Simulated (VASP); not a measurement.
# VCuB (Cmcm) in VASP: single point with r2SCAN

Aim: the single point of VCuB with r2SCAN.

All numbers are computed with VASP 6.6.1; they aren't measurements. Logs are shortened: lines on timing, memory, paths and dates and some standing lists are left out, and cuts for length are marked.

**1. The cell of the first run**

It takes space group Cmcm (No. 63, orthorhombic). The conventional cell has a = 3.019 Å, b = 12.633 Å, c = 2.895 Å, α = 90.00°, β = 90.00°, γ = 90.00°. V (site symmetry m2m) has 6 B at 2.17 to 2.18 Å and 5 Cu at 2.56 to 2.64 Å and 4 V at 2.62 to 2.89 Å within 2.9 Å. Cu (site symmetry m2m) has 1 B at 2.12 Å and 6 Cu at 2.39 to 2.89 Å and 5 V at 2.56 to 2.64 Å within 2.9 Å. Within 2.3 Å of B (site symmetry m2m) lie 2 B at 1.72 Å and 1 Cu at 2.12 Å and 6 V at 2.17 to 2.18 Å.

**2. Single point, r2SCAN**

POSCAR

```
VCuB
1.0
    3.0191633194      0.0000000000      0.0000000000
    1.5095816597     -6.3165472812      0.0000000000
    0.0000000000      0.0000000000     -2.8949275720
V Cu B
2 2 2
Direct
    0.9133656040      0.1732687919      0.7500000000
    0.0866343960      0.8267312081      0.2500000000
    0.2958218511      0.4083562979      0.2500000000
    0.7041781489      0.5916437021      0.7500000000
    0.4634437198      0.0731125603      0.2500000000
    0.5365562802      0.9268874397      0.7500000000
```

INCAR.step1

```
SYSTEM = VCuB
  PREC = Accurate
  ENCUT = 520
  ISMEAR = -1
  SIGMA = 0.0224
  LREAL = .FALSE.
  LASPH = .TRUE.
  NELM = 80
  NBANDS = 36
  GGA = PE
  ALGO = Normal
  EDIFF = 1E-4
  LWAVE = .TRUE.
  LCHARG = .FALSE.
```

INCAR.step2

```
SYSTEM = VCuB
  PREC = Accurate
  ENCUT = 520
  EDIFF = 1E-6
  ISMEAR = -1
  SIGMA = 0.0224
  LREAL = .FALSE.
  LASPH = .TRUE.
  NELM = 80
  ALGO = Normal
  ISIF = 2
  LWAVE = .FALSE.
  LCHARG = .TRUE.
  METAGGA = R2SCAN
  LMIXTAU = .TRUE.
  LELF = .TRUE.
  LVHAR = .TRUE.
  NBANDS = 36
  ISTART = 1
```

KPOINTS

```
regular mesh
0
G
  6 6 6
  0 0 0
```

Potentials or basis: VASP PAW PBE potentials, release 64 (V_sv, Cu, B).

Started as:

```bash
$ cat potpaw_PBE.64/V_sv/POTCAR potpaw_PBE.64/Cu/POTCAR potpaw_PBE.64/B/POTCAR > POTCAR
$ cp INCAR.step1 INCAR
$ mpirun -np 1 vasp_std > vasp.out
$ cp INCAR.step2 INCAR
$ mpirun -np 1 vasp_std > vasp.out
```

OUTCAR:

```text
SYSTEM = VCuB
   PREC = Accurate
   ENCUT = 520
   EDIFF = 1E-6
   ISMEAR = -1
   LREAL = .FALSE.
   LASPH = .TRUE.
   NELM = 80
   ISIF = 2
   METAGGA = R2SCAN
   ISTART = 1

 ion  position               nearest neighbor table
   1  0.913  0.173  0.750-   6 2.17   6 2.17   5 2.18   5 2.18   5 2.18   5 2.18   3 2.56   3 2.56
                             3 2.56   3 2.56   2 2.62   2 2.62   4 2.64
   2  0.087  0.827  0.250-   5 2.17   5 2.17   6 2.18   6 2.18   6 2.18   6 2.18   4 2.56   4 2.56
                             4 2.56   4 2.56   1 2.62   1 2.62   3 2.64
   3  0.296  0.408  0.250-   5 2.12   4 2.39   4 2.39   4 2.39   4 2.39   1 2.56   1 2.56   1 2.56
                             1 2.56   2 2.64
   4  0.704  0.592  0.750-   6 2.12   3 2.39   3 2.39   3 2.39   3 2.39   2 2.56   2 2.56   2 2.56
                             2 2.56   1 2.64
   5  0.463  0.073  0.250-   6 1.72   6 1.72   3 2.12   2 2.17   2 2.17   1 2.18   1 2.18   1 2.18
                             1 2.18
   6  0.537  0.927  0.750-   5 1.72   5 1.72   4 2.12   1 2.17   1 2.17   2 2.18   2 2.18   2 2.18
                             2 2.18

  LATTYP: Found a base centered orthorhombic cell.
 ALAT       =     3.0191633194
 B/A-ratio  =     4.1843031416
 C/A-ratio  =     0.9588509351

  Lattice vectors:

 A1 = (   1.5095816597,   6.3165472812,   0.0000000000)
 A2 = (   1.5095816597,  -6.3165472812,   0.0000000000)
 A3 = (   0.0000000000,   0.0000000000,  -2.8949275720)

Analysis of symmetry for initial positions (statically):
=====================================================================
 Subroutine PRICEL returns:
 Original cell was already a primitive cell.

 Routine SETGRP: Setting up the symmetry group for a
 base centered orthorhombic supercell.

 Subroutine GETGRP returns: Found  8 space group operations
 (whereof  4 operations were pure point group operations)
 out of a pool of  8 trial point group operations.

The static configuration has the point symmetry C_2h.
 The point group associated with its full space group is D_2h.

Analysis of symmetry for dynamics (positions and initial velocities):
=====================================================================
 Subroutine PRICEL returns:
 Original cell was already a primitive cell.

 Routine SETGRP: Setting up the symmetry group for a
 base centered orthorhombic supercell.

 Subroutine GETGRP returns: Found  8 space group operations
 (whereof  4 operations were pure point group operations)
 out of a pool of  8 trial point group operations.

The dynamic configuration has the point symmetry C_2h.
 The point group associated with its full space group is D_2h.

 Subroutine INISYM returns: Found  8 space group operations
 (whereof  4 operations are pure point group operations),
 and found     1 'primitive' translations

----------------------------------------------------------------------------------------

                                     Primitive cell

  volume of cell :      55.2083

  direct lattice vectors                    reciprocal lattice vectors
     3.019163319  0.000000000  0.000000000     0.331217591  0.079157169  0.000000000
     1.509581660 -6.316547281  0.000000000     0.000000000 -0.158314338  0.000000000
     0.000000000  0.000000000 -2.894927572     0.000000000  0.000000000 -0.345431785

  length of vectors
     3.019163319  6.494428870  2.894927572     0.340545077  0.158314338  0.345431785

  position of ions in fractional coordinates (direct lattice)
     0.913365604  0.173268792  0.750000000
     0.086634396  0.826731208  0.250000000
     0.295821851  0.408356298  0.250000000
     0.704178149  0.591643702  0.750000000
     0.463443720  0.073112560  0.250000000
     0.536556280  0.926887440  0.750000000

  ion indices of the primitive-cell ions
   primitive index   ion index
                 1           1
                 2           2
                 3           3
                 4           4
                 5           5
                 6           6

----------------------------------------------------------------------------------------

 KPOINTS: regular mesh

Automatic generation of k-mesh.
 Grid dimensions read from file:
 generate k-points for:    6    6    6

 Generating k-lattice:

  Cartesian coordinates                     Fractional coordinates (reciprocal lattice)
     0.055202932  0.013192861  0.000000000     0.166666667  0.000000000  0.000000000
     0.000000000 -0.026385723  0.000000000     0.000000000  0.166666667  0.000000000
     0.000000000  0.000000000 -0.057571964     0.000000000  0.000000000  0.166666667

  Length of vectors
     0.056757513  0.026385723  0.057571964

  Shift w.r.t. Gamma in fractional coordinates (k-lattice)
     0.000000000  0.000000000  0.000000000

 Subroutine IBZKPT returns following result:
 ===========================================

 Found     52 irreducible k-points:

 Following reciprocal coordinates:
            Coordinates               Weight
  0.000000  0.000000  0.000000      1.000000
  0.166667  0.000000  0.000000      4.000000
  0.333333 -0.000000  0.000000      4.000000
  0.500000  0.000000  0.000000      2.000000
  0.000000  0.166667  0.000000      2.000000
  0.333333  0.166667  0.000000      2.000000
[... 16 lines left out ...]
  0.000000  0.333333  0.166667      4.000000
 -0.333333  0.333333  0.166667      4.000000
 [... further k-points ...]
   k-points           NKPTS =     52   k-points in BZ     NKDIM =     52   number of bands    NBANDS=     36
   number of dos      NEDOS =    301   number of ions     NIONS =      6
   total plane-waves  NPLWV =  27648
   dimension x,y,z NGX =    24 NGY =   48 NGZ =   24
   dimension x,y,z NGXF=    48 NGYF=   96 NGZF=   48
   ions per type =               2   2   2
   NGX,Y,Z   is equivalent  to a cutoff of  13.22, 12.29, 13.78 a.u.
   NGXF,Y,Z  is equivalent  to a cutoff of  26.43, 24.57, 27.56 a.u.
 SYSTEM =  VCuB
   PREC   = accura    normal or accurate (medium, high low for compatibility)
   ISTART =      1    job   : 0-new  1-cont  2-samecut
   ICHARG =      0    charge: 1-file 2-atom 10-const
   ISPIN  =      1    spin polarized calculation?
   LNONCOLLINEAR =      F non collinear calculations
   LSORBIT =      F    spin-orbit coupling
   LASPH  =      T    aspherical Exc in radial PAW
   ENCUT  =  520.0 eV  38.22 Ry    6.18 a.u.   5.61 12.08  5.38*2*pi/ulx,y,z
   NELM   =     80;   NELMIN=  2; NELMDL=  0     # of ELM steps
   EDIFF  = 0.1E-05   stopping-criterion for ELM
   LREAL  =      F    real-space projection
   EDIFFG = 0.1E-04   stopping-criterion for IOM
   NSW    =      0    number of steps for IOM
   IBRION =     -1    ionic relax: 0-MD 1-quasi-New 2-CG
   NFREE  =      0    steps in history (QN), initial steepest desc. (CG)
   ISIF   =      2    stress and relaxation
   ISYM   =      2    0-nonsym 1-usesym 2-fastsym
   POTIM  = 0.5000    time-step for ionic-motion
   TEBEG  =    0.0;   TEEND  =   0.0 temperature during run
   PSTRESS=    0.0 pullay stress
   NELECT =      54.0000    total number of electrons
   NUPDOWN=      -1.0000    fix difference up-down
   EMIN   =  10.00;   EMAX   =-10.00  energy-range for DOS
   EFERMI =   0.00;   METHOD = LEGACY
   ISMEAR =    -1;   SIGMA  =   0.02  broadening in eV -4-tet -1-fermi 0-gaus
   EFERMI_NEDOS =   21; number of points for ismear=-14 and -15
   IALGO  =     38    algorithm
   IMIX   =      4    mixing-type and parameters
     AMIX     =   0.40;   BMIX     =  1.00
     AMIX_MAG =   1.60;   BMIX_MAG =  1.00
  volume/ion in A,a.u.               =       9.20        62.09
  Fermi-wavevector in a.u.,A,eV,Ry     =   1.625067  3.070932 35.930868  2.640844
  Thomas-Fermi vector in A             =   2.718251
   LORBIT       =      0    0 simple, 1 ext, 2 COOP (PROOUT), +10 PAW based schemes
   METAGGA = R2SCAN    functional components
   LHFCALC =     F    Hartree Fock is set to
   AEXX    =    0.0000 exact exchange contribution
   IVDW    =     0    specifies the selected vdW correction
   LEPSILON=     F    determine dielectric tensor
   LRPA    =     F    only Hartree local field effects (RPA)
 non-spin polarized calculation
  energy-cutoff  :      520.00
  volume of cell :       55.21
 maximum number of plane-waves:      1507
 NGX is ok and might be reduce to    24
   NGX = 11   NGY = 25   NGZ = 11

 number of electron      53.9999998 magnetization

 Free energy of the ion-electron system (eV)
  ---------------------------------------------------
  ext. energy  EPLUGINS =         0.00000000
  ---------------------------------------------------
  free energy    TOTEN  =       -66.84713365 eV

  energy without entropy =      -66.84145710  energy(sigma->0) =      -66.84429538

 E-fermi :  10.5670     XC(G=0): -14.6985

 val. band max:       10.5623715469   @ k =   0.1667   0.0000   0.0000
 cond. band min:      10.5697118303   @ k =   0.3333  -0.0000   0.1667
 fundamental gap:      0.0073402833
 Fermi energy:        10.5670456645

 k-point     1 :       0.0000    0.0000    0.0000
  band No.  band energies     occupation
      1     -56.4131      2.00000
      2     -56.3273      2.00000
      3     -29.4272      2.00000
      4     -29.1252      2.00000
      5     -29.0372      2.00000
      6     -29.0164      2.00000
[... 28 lines left out ...]
     35      16.6152      0.00000
     36      17.4668      0.00000

 k-point     2 :       0.1667    0.0000    0.0000
  band No.  band energies     occupation
      1     -56.4087      2.00000
      2     -56.3231      2.00000
      3     -29.4197      2.00000
      4     -29.1790      2.00000
      5     -29.0852      2.00000
      6     -29.0104      2.00000
[... 28 lines left out ...]
     35      15.6972      0.00000
     36      18.1560      0.00000
[... 817 lines left out ...]
     35      16.0802      0.00000
     36      18.1169      0.00000

 k-point    24 :      -0.3333    0.3333    0.1667
  band No.  band energies     occupation
      1     -56.3874      2.00000
      2     -56.3137      2.00000
      3     -29.3856      2.00000
      4     -29.2691      2.00000
      5     -29.1782      2.00000
      6     -29.1154      2.00000
[... 28 lines left out ...]
     35      15.7485      0.00000
     36      17.5750      0.00000

 [... further k-points ...]

------------------------ aborting loop because EDIFF is reached ----------------------------------------

  FORCE on cell =-STRESS in cart. coord.  units (eV):
  Direction    XX          YY          ZZ          XY          YZ          ZX
  --------------------------------------------------------------------------------------
  -------------------------------------------------------------------------------------
  Total        7.1831488      7.2387748      7.1803102      0.0000000     -0.0000000      0.0000000
  in kB      208.4593523    210.0736535    208.3769748      0.0000000     -0.0000000      0.0000000
  external PRESSURE =     208.9699935 kB  Pullay stress =       0.0000000 kB

 VOLUME and BASIS-vectors are now :
 -----------------------------------------------------------------------------
  energy-cutoff  :      520.00
  volume of cell :       55.21
      direct lattice vectors                 reciprocal lattice vectors
     3.019163319  0.000000000  0.000000000     0.331217591  0.079157169  0.000000000
     1.509581660 -6.316547281  0.000000000     0.000000000 -0.158314338  0.000000000
     0.000000000  0.000000000 -2.894927572     0.000000000  0.000000000 -0.345431785

 POSITION                                       TOTAL-FORCE (eV/Angst)
 -----------------------------------------------------------------------------------
      3.01916     -1.09446     -2.17120         0.000000     -0.034573     -0.000000
      1.50958     -5.22209     -0.72373        -0.000000      0.034573     -0.000000
      1.50958     -2.57940     -0.72373        -0.000000     -0.003349     -0.000000
      3.01916     -3.73715     -2.17120         0.000000      0.003349      0.000000
      1.50958     -0.46182     -0.72373         0.000000     -0.017687     -0.000000
      3.01916     -5.85473     -2.17120        -0.000000      0.017687      0.000000
 -----------------------------------------------------------------------------------
    total drift:                                0.000000     -0.000000     -0.000000

  FREE ENERGIE OF THE ION-ELECTRON SYSTEM (eV)
  ---------------------------------------------------
  free  energy   TOTEN  =       -66.8471336527 eV

  energy  without entropy=      -66.8414571039  energy(sigma->0) =      -66.84429538
```

It took 11 min on 1 thread of Oxide Virtual Turin-like, shared host; peak memory 0.2 GiB.

What came out:

| Property | Result |
| --- | --- |
| Free energy | -66.8471 eV |
| Pressure | 20.9 GPa |
| Largest force | 0.035 eV/Å |
| Band gap on the k mesh | zero (bands 27 and 28 overlap by 2.69 eV) |

Forces in eV/Å, atoms in the order of the input:
```
V    0.000 -0.035  0.000
V    0.000  0.035  0.000
Cu   0.000 -0.003  0.000
Cu   0.000  0.003  0.000
B    0.000 -0.018  0.000
B    0.000  0.018  0.000
```

Caveat: the k points lie up to 0.36 Å⁻¹ apart, too coarse for converged energies and pressures of a metal; the PAW data sets were made with another functional, which shifts forces and pressure a little.
